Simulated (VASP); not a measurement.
# Pt (P6_3/mmc) in VASP: a series of runs, part 2 of 2

VASP 6.6.1. Earlier steps stand in the parts before.

## (4) Relaxation of cell and atoms, r2SCAN

This run uses another cell than the first one, of 16.92 Å³/atom, 1.103 times its volume.

POSCAR reads:

```
Pt
1.0
    2.8937719050      0.0000000000      0.0000000000
   -1.4468859525      2.5060799825      0.0000000000
    0.0000000000      0.0000000000      9.3329855456
Pt
4
Direct
    0.0000000000      0.0000000000      0.0000000000
    0.0000000000      0.0000000000      0.5000000000
    0.3333333333      0.6666666667      0.7500000000
    0.6666666667      0.3333333333      0.2500000000
```

INCAR.step1 reads:

```
SYSTEM = Pt
PREC     = Accurate       ! precision mode
ENCUT    = 600            ! plane-wave cutoff, eV
ISMEAR   = 0              ! smearing method
SIGMA    = 0.1            ! smearing width, eV
LREAL    = .False.        ! projectors in reciprocal space
LASPH    = .True.         ! aspherical terms in the spheres
NELM     = 60             ! most SCF steps
GGA      = PE             ! functional
ALGO     = Normal         ! electronic algorithm
EDIFF    = 1E-4           ! SCF threshold, eV
LWAVE    = .True.         ! write WAVECAR
LCHARG   = .False.        ! write CHGCAR
```

INCAR.step2 reads:

```
SYSTEM = Pt
PREC     = Accurate       ! precision mode
ENCUT    = 600            ! plane-wave cutoff, eV
EDIFF    = 1E-6           ! SCF threshold, eV
ISMEAR   = 0              ! smearing method
SIGMA    = 0.1            ! smearing width, eV
LREAL    = .False.        ! projectors in reciprocal space
LASPH    = .True.         ! aspherical terms in the spheres
NELM     = 60             ! most SCF steps
ALGO     = Normal         ! electronic algorithm
ISIF     = 3              ! what is computed and relaxed
LWAVE    = .False.        ! write WAVECAR
LCHARG   = .False.        ! write CHGCAR
METAGGA  = R2SCAN         ! meta-GGA
LMIXTAU  = .True.       
IBRION   = 2              ! ionic algorithm
NSW      = 90             ! ionic steps
EDIFFG   = -0.04          ! ionic threshold
ISTART   = 1
```

KPOINTS reads:

```
Automatic mesh
0
Gamma
  6 6 2
  0 0 0
```

Potentials or basis: VASP PAW PBE potentials, release 64 (Pt).

Command:

```
$ cat potpaw_PBE.64/Pt/POTCAR > POTCAR
$ cp INCAR.step1 INCAR
$ mpirun -np 1 vasp_std > vasp.out
$ cp INCAR.step2 INCAR
$ mpirun -np 1 vasp_std > vasp.out
```

OUTCAR:

```text
SYSTEM = Pt
   PREC = Accurate
   ENCUT = 600
   EDIFF = 1E-6
   ISMEAR = 0
   LREAL = .False.
   LASPH = .True.
   NELM = 60
   ISIF = 3
   METAGGA = R2SCAN
   IBRION = 2
   NSW = 90
   EDIFFG = -0.04
   ISTART = 1

 ion  position               nearest neighbor table
   1  0.000  0.000  0.000-   3 2.87   4 2.87   4 2.87   3 2.87   4 2.87   3 2.87
   2  0.000  0.000  0.500-   3 2.87   4 2.87   4 2.87   3 2.87   4 2.87   3 2.87
   3  0.333  0.667  0.750-   1 2.87   2 2.87   1 2.87   2 2.87   1 2.87   2 2.87
   4  0.667  0.333  0.250-   1 2.87   2 2.87   1 2.87   2 2.87   1 2.87   2 2.87

  LATTYP: Found a hexagonal cell.
 ALAT       =     2.8937719050
 C/A-ratio  =     3.2251973728

  Lattice vectors:

 A1 = (   2.8937719050,   0.0000000000,   0.0000000000)
 A2 = (  -1.4468859525,   2.5060799825,   0.0000000000)
 A3 = (   0.0000000000,   0.0000000000,   9.3329855456)

Analysis of symmetry for initial positions (statically):
=====================================================================
 Subroutine PRICEL returns:
 Original cell was already a primitive cell.

 Routine SETGRP: Setting up the symmetry group for a
 hexagonal supercell.

 Subroutine GETGRP returns: Found 24 space group operations
 (whereof 12 operations were pure point group operations)
 out of a pool of 24 trial point group operations.

The static configuration has the point symmetry D_3d.
 The point group associated with its full space group is D_6h.

Analysis of symmetry for dynamics (positions and initial velocities):
=====================================================================
 Subroutine PRICEL returns:
 Original cell was already a primitive cell.

 Routine SETGRP: Setting up the symmetry group for a
 hexagonal supercell.

 Subroutine GETGRP returns: Found 24 space group operations
 (whereof 12 operations were pure point group operations)
 out of a pool of 24 trial point group operations.

The dynamic configuration has the point symmetry D_3d.
 The point group associated with its full space group is D_6h.

 Subroutine INISYM returns: Found 24 space group operations
 (whereof 12 operations are pure point group operations),
 and found     1 'primitive' translations
[... 106 lines left out ...]
   IMIX   =      4    mixing-type and parameters
     AMIX     =   0.40;   BMIX     =  1.00
     AMIX_MAG =   1.60;   BMIX_MAG =  1.00
  volume/ion in A,a.u.               =      16.92       114.19
  Fermi-wavevector in a.u.,A,eV,Ry     =   1.373836  2.596174 25.679981  1.887425
  Thomas-Fermi vector in A             =   2.499317
   LORBIT       =      0    0 simple, 1 ext, 2 COOP (PROOUT), +10 PAW based schemes
   METAGGA = R2SCAN    functional components
   LHFCALC =     F    Hartree Fock is set to
   AEXX    =    0.0000 exact exchange contribution
   IVDW    =     0    specifies the selected vdW correction
   LEPSILON=     F    determine dielectric tensor
   LRPA    =     F    only Hartree local field effects (RPA)
 conjugate gradient relaxation of ions
 non-spin polarized calculation
 Gauss-broadening in eV      SIGMA  =   0.10
  energy-cutoff  :      600.00
  volume of cell :       67.68
 maximum number of plane-waves:      2276
 NGX is ok and might be reduce to    24
   NGX = 11   NGY = 11   NGZ = 37

--------------------------------------- Ionic step        1  -------------------------------------------

 number of electron      40.0000001 magnetization

 Free energy of the ion-electron system (eV)
  ---------------------------------------------------
  ext. energy  EPLUGINS =         0.00000000
  ---------------------------------------------------
  free energy    TOTEN  =      -205.61554693 eV

  energy without entropy =     -205.58997462  energy(sigma->0) =     -205.60276077

 E-fermi :   8.9988     XC(G=0): -13.8151

 val. band max:        8.9521751994   @ k =   0.1667   0.0000   0.0000
 cond. band min:       9.0268541810   @ k =   0.5000  -0.0000   0.0000
 fundamental gap:      0.0746789816
 Fermi energy:         8.9987747943

 k-point     1 :       0.0000    0.0000    0.0000
  band No.  band energies     occupation
      1      -0.2643      2.00000
      2       1.7209      2.00000
      3       1.7269      2.00000
      4       2.5835      2.00000
      5       5.4591      2.00000
      6       5.5163      2.00000
[... 474 lines left out ...]
  FREE ENERGIE OF THE ION-ELECTRON SYSTEM (eV)
  ---------------------------------------------------
  free  energy   TOTEN  =      -206.0649204194 eV

  energy  without entropy=     -206.0411952452  energy(sigma->0) =     -206.05305783

[... ionic steps 4 to 8 ...]

--------------------------------------- Ionic step        9  -------------------------------------------

 number of electron      40.0000000 magnetization

------------------------ aborting loop because EDIFF is reached ----------------------------------------
[... 71 lines left out ...]
--------------------------------------- Ionic step       11  -------------------------------------------

 number of electron      40.0000000 magnetization

 Free energy of the ion-electron system (eV)
  ---------------------------------------------------
  ext. energy  EPLUGINS =         0.00000000
  ---------------------------------------------------
  free energy    TOTEN  =      -206.10993450 eV

  energy without entropy =     -206.08970471  energy(sigma->0) =     -206.09981961

 E-fermi :  10.7324     XC(G=0): -14.5020

 val. band max:       10.7287016073   @ k =   0.3333  -0.0000   0.0000
 cond. band min:      10.7361737935   @ k =   0.1667   0.1667   0.0000
 fundamental gap:      0.0074721861
 Fermi energy:        10.7323507036

 k-point     1 :       0.0000    0.0000    0.0000
  band No.  band energies     occupation
      1       0.3955      2.00000
      2       2.3228      2.00000
      3       2.3298      2.00000
      4       3.1843      2.00000
      5       6.4535      2.00000
      6       6.4916      2.00000
[... 398 lines left out ...]
  FREE ENERGIE OF THE ION-ELECTRON SYSTEM (eV)
  ---------------------------------------------------
  free  energy   TOTEN  =      -206.1099345027 eV

  energy  without entropy=     -206.0897047123  energy(sigma->0) =     -206.09981961

 reached required accuracy - stopping structural energy minimisation
```

OUTCAR.step1:

```text
SYSTEM = Pt
   PREC = Accurate
   ENCUT = 600
   ISMEAR = 0
   LREAL = .False.
   LASPH = .True.
   NELM = 60
[... 596 lines left out ...]
      0.00000      0.00000      4.66649         0.000000      0.000000     -0.000000
     -0.00000      1.67072      6.99974        -0.000000     -0.000000      0.000000
      1.44689      0.83536      2.33325         0.000000      0.000000      0.000000
 -----------------------------------------------------------------------------------
    total drift:                                0.000000     -0.000000     -0.000000

  FREE ENERGIE OF THE ION-ELECTRON SYSTEM (eV)
  ---------------------------------------------------
  free  energy   TOTEN  =       -24.1735165610 eV

  energy  without entropy=      -24.1428887984  energy(sigma->0) =      -24.15820268
```

Run time: 7 min. Hardware: 1 thread of Intel Xeon 6975P-C (Granite Rapids), shared host; peak memory 0.22 GiB.

Results:

| Property | Result |
| --- | --- |
| Free energy | -206.1099 eV |
| Relaxed volume | 15.35 Å³/atom |
| Relaxed cell | a = 2.755 Å, b = 2.755 Å, c = 9.338 Å, α = 90.00°, β = 90.00°, γ = 120.00° |
| Space group after relaxing (to 0.05 Å) | P6_3/mmc (No. 194) |
| Energy gained by relaxing | 123.6 meV/atom |
| Ionic steps | 11 |
| Pressure after relaxing | 0.0 GPa |

The path:
| step | energy change (eV) | largest force (eV/Å) | pressure (GPa) | volume (Å³) |
| --- | --- | --- | --- | --- |
| 1 | 0.0000 | 0.0000 | -20.10 | 67.68 |
| 2 | 2.9363 | 0.0000 | 112.36 | 48.93 |
| 3 | -0.4494 | 0.0000 | -1.45 | 61.72 |
| 4 | -0.4514 | 0.0000 | -0.28 | 61.45 |
| 5 | -0.4517 | 0.0000 | 0.33 | 61.31 |
| 6 | -0.4860 | 0.0000 | 0.61 | 61.22 |
| 7 | -0.4856 | 0.0000 | 1.63 | 61.09 |
| 8 | -0.4935 | 0.0000 | 0.95 | 61.17 |
| 9 | -0.4937 | 0.0000 | 1.04 | 61.16 |
| 10 | -0.4892 | 0.0000 | -2.61 | 62.00 |
| 11 | -0.4944 | 0.0000 | 0.04 | 61.38 |

Final structure:
```
CELL_PARAMETERS angstrom
2.75505 0.00000 0.00000
-1.37752 2.38594 0.00000
0.00000 0.00000 9.33769
ATOMIC_POSITIONS crystal
Pt 0.00000 0.00000 0.00000
Pt 0.00000 0.00000 0.50000
Pt 0.33333 0.66667 0.75000
Pt 0.66667 0.33333 0.25000
```

Levels at points of the mesh, in eV from the Fermi level:
```
           k point  band 19  band 20  band 21  band 22  band 23  band 24
(0.00, 0.00, 0.00)    -1.39    -1.00    -1.00    -0.58    -0.21    -0.21
(0.50, 0.00, 0.00)     0.33     0.35     0.42     1.16     3.27     3.58
(0.00, 0.00, 0.50)    -1.75    -1.75    -0.54    -0.54    -0.54    -0.54
(0.50, 0.00, 0.50)     0.39     0.39     2.08     2.08     3.14     3.14
```

Caveat: the k points lie up to 0.44 Å⁻¹ apart in the final cell; the bands computed are all filled at some k points, so no gap is given; the PAW data sets were made with another functional, which shifts forces and pressure a little; spin-orbit coupling is left out, which moves the levels of the heavy elements.

## (5) Overview

| task | cell | k mesh | cutoff (eV) | gap on the mesh (eV) | pressure (GPa) |
| --- | --- | --- | --- | --- | --- |
| single point | a = 2.757, b = 2.757, c = 9.324 Å, angles 90.0, 90.0, 120.0°, 4 atoms | 9 × 9 × 2 | 520 | none | 0.6 |
| single point | a = 2.894, b = 2.894, c = 9.333 Å, angles 90.0, 90.0, 120.0°, 4 atoms | 9 × 9 × 2 | 520 | none | -19.8 |
| relaxation of cell and atoms | relaxed from a = 2.894, b = 2.894, c = 9.333 Å, angles 90.0, 90.0, 120.0°, 4 atoms | 6 × 6 × 2 | 600 | - | 0.0 |

Alike in all rows: level r2SCAN; potentials or basis VASP PAW PBE potentials, release 64 (Pt); no spin polarisation; smearing gaussian 0.1 eV.

Caveats: some runs use coarse meshes; the PAW data sets were made with another functional, which shifts forces and pressure a little; spin-orbit coupling is left out, which moves the levels of the heavy elements; the bands computed are all filled at some k points, so no gap is given (some runs).

Absolute energies hang on the potentials; compare differences alone.
